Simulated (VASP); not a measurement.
# BiAs (rocksalt type) (Fm-3m) in VASP: a series of runs

BiAs (rocksalt type) is run at these levels: PBE; tasks: electric field gradients.

All numbers are computed with VASP 6.6.1; they aren't measurements. Logs are shortened: lines on timing, memory, paths and dates and some standing lists are left out, and cuts for length are marked.

## 1. The cell of the first run

The structure is cubic, space group Fm-3m (No. 225). Conventional cell: a = 5.911 Å, b = 5.911 Å, c = 5.911 Å, α = 90.00°, β = 90.00°, γ = 90.00°. As (site symmetry m-3m) has 6 Bi at 2.96 Å within 3.9 Å. Bi (site symmetry m-3m) has 6 As at 2.96 Å within 3.9 Å.

## 2. Electric field gradients, PBE (25.82 Å³/atom)

Contents of INCAR:

```
ALGO = Normal
EDIFF = 1E-8
ENCUT = 520
GGA = PE
ISIF = 2
ISMEAR = -1
LASPH = True
LCHARG = False
LEFG = True
LREAL = False
LWAVE = False
NBANDS = 17
NELM = 80
PREC = Accurate
SIGMA = 0.03
```

Contents of KPOINTS:

```
k-points
0
Gamma
  11 11 11
```

Contents of POSCAR:

```
BiAs
1.0
    0.0000000000      2.9554593537      2.9554593537
    2.9554593537      0.0000000000      2.9554593537
    2.9554593537      2.9554593537      0.0000000000
As Bi
1 1
Direct
    0.0000000000      0.0000000000      0.0000000000
    0.5000000000      0.5000000000      0.5000000000
```

Potentials or basis: VASP PAW PBE potentials, release 64 (As, Bi_d).

Started as:

```console
cat potpaw_PBE.64/As/POTCAR potpaw_PBE.64/Bi_d/POTCAR > POTCAR
mpirun -np 1 vasp_std > vasp.out
```

OUTCAR:

```text
EDIFF = 1E-8
   ENCUT = 520
   GGA = PE
   ISIF = 2
   ISMEAR = -1
   LASPH = True
   LREAL = False
   NELM = 80
   PREC = Accurate

 ion  position               nearest neighbor table
   1  0.000  0.000  0.000-   2 2.96   2 2.96   2 2.96   2 2.96   2 2.96   2 2.96
   2  0.500  0.500  0.500-   1 2.96   1 2.96   1 2.96   1 2.96   1 2.96   1 2.96

  LATTYP: Found a face centered cubic cell.
 ALAT       =     5.9109187074

  Lattice vectors:

 A1 = (   0.0000000000,   2.9554593537,   2.9554593537)
 A2 = (   2.9554593537,   0.0000000000,   2.9554593537)
 A3 = (   2.9554593537,   2.9554593537,   0.0000000000)

Analysis of symmetry for initial positions (statically):
=====================================================================
 Subroutine PRICEL returns:
 Original cell was already a primitive cell.

 Routine SETGRP: Setting up the symmetry group for a
 face centered cubic supercell.

 Subroutine GETGRP returns: Found 48 space group operations
 (whereof 48 operations were pure point group operations)
 out of a pool of 48 trial point group operations.

The static configuration has the point symmetry O_h .

Analysis of symmetry for dynamics (positions and initial velocities):
=====================================================================
 Subroutine PRICEL returns:
 Original cell was already a primitive cell.

 Routine SETGRP: Setting up the symmetry group for a
 face centered cubic supercell.

 Subroutine GETGRP returns: Found 48 space group operations
 (whereof 48 operations were pure point group operations)
 out of a pool of 48 trial point group operations.

The dynamic configuration has the point symmetry O_h .

 Subroutine INISYM returns: Found 48 space group operations
 (whereof 48 operations are pure point group operations),
 and found     1 'primitive' translations

----------------------------------------------------------------------------------------

                                     Primitive cell

  volume of cell :      51.6303

  direct lattice vectors                    reciprocal lattice vectors
     0.000000000  2.955459354  2.955459354    -0.169178439  0.169178439  0.169178439
     2.955459354  0.000000000  2.955459354     0.169178439 -0.169178439  0.169178439
     2.955459354  2.955459354  0.000000000     0.169178439  0.169178439 -0.169178439

  length of vectors
     4.179650701  4.179650701  4.179650701     0.293025652  0.293025652  0.293025652

  position of ions in fractional coordinates (direct lattice)
     0.000000000  0.000000000  0.000000000
     0.500000000  0.500000000  0.500000000

  ion indices of the primitive-cell ions
   primitive index   ion index
                 1           1
                 2           2

----------------------------------------------------------------------------------------

 KPOINTS: k-points

Automatic generation of k-mesh.
 Grid dimensions read from file:
 generate k-points for:   11   11   11

 Generating k-lattice:

  Cartesian coordinates                     Fractional coordinates (reciprocal lattice)
    -0.015379858  0.015379858  0.015379858     0.090909091  0.000000000  0.000000000
     0.015379858 -0.015379858  0.015379858     0.000000000  0.090909091  0.000000000
     0.015379858  0.015379858 -0.015379858     0.000000000  0.000000000  0.090909091

  Length of vectors
     0.026638696  0.026638696  0.026638696

  Shift w.r.t. Gamma in fractional coordinates (k-lattice)
     0.000000000  0.000000000  0.000000000

 Subroutine IBZKPT returns following result:
 ===========================================

 Found     56 irreducible k-points:

 Following reciprocal coordinates:
            Coordinates               Weight
  0.000000  0.000000  0.000000      1.000000
  0.090909  0.000000  0.000000      8.000000
  0.181818  0.000000  0.000000      8.000000
  0.272727  0.000000  0.000000      8.000000
  0.363636  0.000000  0.000000      8.000000
  0.454545  0.000000  0.000000      8.000000
[... 16 lines left out ...]
 -0.272727  0.181818  0.000000     24.000000
 -0.181818  0.181818  0.000000     12.000000
 [... further k-points ...]
   k-points           NKPTS =     56   k-points in BZ     NKDIM =     56   number of bands    NBANDS=     17
   number of dos      NEDOS =    301   number of ions     NIONS =      2
   total plane-waves  NPLWV =  32768
   dimension x,y,z NGX =    32 NGY =   32 NGZ =   32
   dimension x,y,z NGXF=    64 NGYF=   64 NGZF=   64
   ions per type =               1   1
   NGX,Y,Z   is equivalent  to a cutoff of  12.73, 12.73, 12.73 a.u.
   NGXF,Y,Z  is equivalent  to a cutoff of  25.46, 25.46, 25.46 a.u.
 SYSTEM =  unknown system
   PREC   = accura    normal or accurate (medium, high low for compatibility)
   ISTART =      0    job   : 0-new  1-cont  2-samecut
   ICHARG =      2    charge: 1-file 2-atom 10-const
   ISPIN  =      1    spin polarized calculation?
   LNONCOLLINEAR =      F non collinear calculations
   LSORBIT =      F    spin-orbit coupling
   LASPH  =      T    aspherical Exc in radial PAW
   ENCUT  =  520.0 eV  38.22 Ry    6.18 a.u.   7.77  7.77  7.77*2*pi/ulx,y,z
   NELM   =     80;   NELMIN=  2; NELMDL= -5     # of ELM steps
   EDIFF  = 0.1E-07   stopping-criterion for ELM
   LREAL  =      F    real-space projection
   EDIFFG = 0.1E-06   stopping-criterion for IOM
   NSW    =      0    number of steps for IOM
   IBRION =     -1    ionic relax: 0-MD 1-quasi-New 2-CG
   NFREE  =      0    steps in history (QN), initial steepest desc. (CG)
   ISIF   =      2    stress and relaxation
   ISYM   =      2    0-nonsym 1-usesym 2-fastsym
   POTIM  = 0.5000    time-step for ionic-motion
   TEBEG  =    0.0;   TEEND  =   0.0 temperature during run
   PSTRESS=    0.0 pullay stress
   NELECT =      20.0000    total number of electrons
   NUPDOWN=      -1.0000    fix difference up-down
   EMIN   =  10.00;   EMAX   =-10.00  energy-range for DOS
   EFERMI =   0.00;   METHOD = LEGACY
   ISMEAR =    -1;   SIGMA  =   0.03  broadening in eV -4-tet -1-fermi 0-gaus
   EFERMI_NEDOS =   21; number of points for ismear=-14 and -15
   IALGO  =     38    algorithm
   IMIX   =      4    mixing-type and parameters
     AMIX     =   0.40;   BMIX     =  1.00
     AMIX_MAG =   1.60;   BMIX_MAG =  1.00
  volume/ion in A,a.u.               =      25.82       174.21
  Fermi-wavevector in a.u.,A,eV,Ry     =   1.193392  2.255184 19.377211  1.424185
  Thomas-Fermi vector in A             =   2.329408
   LORBIT       =      0    0 simple, 1 ext, 2 COOP (PROOUT), +10 PAW based schemes
   GGA     = PE    functional components
   LHFCALC =     F    Hartree Fock is set to
   AEXX    =    0.0000 exact exchange contribution
   IVDW    =     0    specifies the selected vdW correction
   LEPSILON=     F    determine dielectric tensor
   LRPA    =     F    only Hartree local field effects (RPA)
 non-spin polarized calculation
  energy-cutoff  :      520.00
  volume of cell :       51.63
 maximum number of plane-waves:      1411
   NGX = 15   NGY = 15   NGZ = 15

 number of electron      20.0000005 magnetization

 Free energy of the ion-electron system (eV)
  ---------------------------------------------------
  ext. energy  EPLUGINS =         0.00000000
  ---------------------------------------------------
  free energy    TOTEN  =        -8.48070390 eV

  energy without entropy =       -8.47999047  energy(sigma->0) =       -8.48034718

 E-fermi :   6.9870     XC(G=0): -10.1957

 val. band max:        6.9495039879   @ k =  -0.1818   0.1818   0.0000
 cond. band min:       7.0412346375   @ k =   0.4545   0.0000   0.0000
 fundamental gap:      0.0917306496
 Fermi energy:         6.9869839399

 k-point     1 :       0.0000    0.0000    0.0000
  band No.  band energies     occupation
      1     -16.1992      2.00000
      2     -16.1992      2.00000
      3     -16.1980      2.00000
      4     -16.1980      2.00000
      5     -16.1980      2.00000
      6      -7.1993      2.00000
[... 9 lines left out ...]
     16      12.6413      0.00000
     17      14.2996      0.00000

 k-point     2 :       0.0909    0.0000    0.0000
  band No.  band energies     occupation
      1     -16.2000      2.00000
      2     -16.2000      2.00000
      3     -16.1977      2.00000
      4     -16.1964      2.00000
      5     -16.1964      2.00000
      6      -7.1017      2.00000
[... 9 lines left out ...]
     16      12.8336      0.00000
     17      15.1172      0.00000
[... 421 lines left out ...]
 k-point    24 :      -0.1818    0.1818    0.0000
  band No.  band energies     occupation
      1     -16.2060      2.00000
      2     -16.2060      2.00000
      3     -16.1947      2.00000
      4     -16.1887      2.00000
      5     -16.1823      2.00000
      6      -6.1756      2.00000
[... 9 lines left out ...]
     16      16.0120      0.00000
     17      16.2356      0.00000

 [... further k-points ...]
[... 5 lines left out ...]
  --------------------------------------------------------------------------------------
  -------------------------------------------------------------------------------------
  Total        1.4397749      1.4397749      1.4397749      0.0000000      0.0000000     -0.0000000
  in kB       44.6786679     44.6786679     44.6786679      0.0000000      0.0000000     -0.0000000
  external PRESSURE =      44.6786679 kB  Pullay stress =       0.0000000 kB

 VOLUME and BASIS-vectors are now :
 -----------------------------------------------------------------------------
  energy-cutoff  :      520.00
  volume of cell :       51.63
      direct lattice vectors                 reciprocal lattice vectors
     0.000000000  2.955459354  2.955459354    -0.169178439  0.169178439  0.169178439
     2.955459354  0.000000000  2.955459354     0.169178439 -0.169178439  0.169178439
     2.955459354  2.955459354  0.000000000     0.169178439  0.169178439 -0.169178439

 POSITION                                       TOTAL-FORCE (eV/Angst)
 -----------------------------------------------------------------------------------
      0.00000      0.00000      0.00000         0.000000      0.000000      0.000000
      2.95546      2.95546      2.95546        -0.000000     -0.000000      0.000000
 -----------------------------------------------------------------------------------
    total drift:                               -0.000000     -0.000000      0.000000

  FREE ENERGIE OF THE ION-ELECTRON SYSTEM (eV)
  ---------------------------------------------------
  free  energy   TOTEN  =        -8.4807038962 eV

  energy  without entropy=       -8.4799904696  energy(sigma->0) =       -8.48034718

 Electric field gradients (V/A^2)
---------------------------------------------------------------------
 ion       V_xx      V_yy      V_zz      V_xy      V_xz      V_yz
---------------------------------------------------------------------
   1      -0.000     0.000     0.000    -0.000    -0.000    -0.000
   2       0.000    -0.000     0.000     0.002     0.002     0.002
---------------------------------------------------------------------

 Electric field gradients after diagonalization (V/A^2)
 (convention: |V_zz| > |V_xx| > |V_yy|)
----------------------------------------------------------------------
 ion       V_xx      V_yy      V_zz     asymmetry (V_yy - V_xx)/ V_zz
----------------------------------------------------------------------
   1       0.000     0.000    -0.000       0.000
   2      -0.002    -0.002     0.004       0.000
----------------------------------------------------------------------

           NMR quadrupolar parameters

 Cq : quadrupolar parameter    Cq=e*Q*V_zz/h
 eta: asymmetry parameters     (V_yy - V_xx)/ V_zz
 Q  : nuclear electric quadrupole moment in mb (millibarn)
----------------------------------------------------------------------
 ion       Cq(MHz)       eta       Q (mb)
----------------------------------------------------------------------
   1      -0.000       0.000       1.000
   2       0.000       0.000       1.000
----------------------------------------------------------------------
```

It took 65 s on 1 thread of Intel Xeon 8259CL, shared host; peak memory 0.21 GiB.

Results:

| Item | Value |
| --- | --- |
| Free energy | -8.4807 eV |
| Pressure | 4.5 GPa |
| Band gap on the k mesh | 0.09 eV (least direct gap 0.40 eV) |
| Largest electric field gradient by atom | zero within the noise of the run |

Caveat: the cell stands under pressure; spin-orbit coupling is left out, which moves the levels of the heavy elements; an odd mesh through Γ misses points on the zone boundary, where band edges can lie.

(Continued in part 2 of 2.)
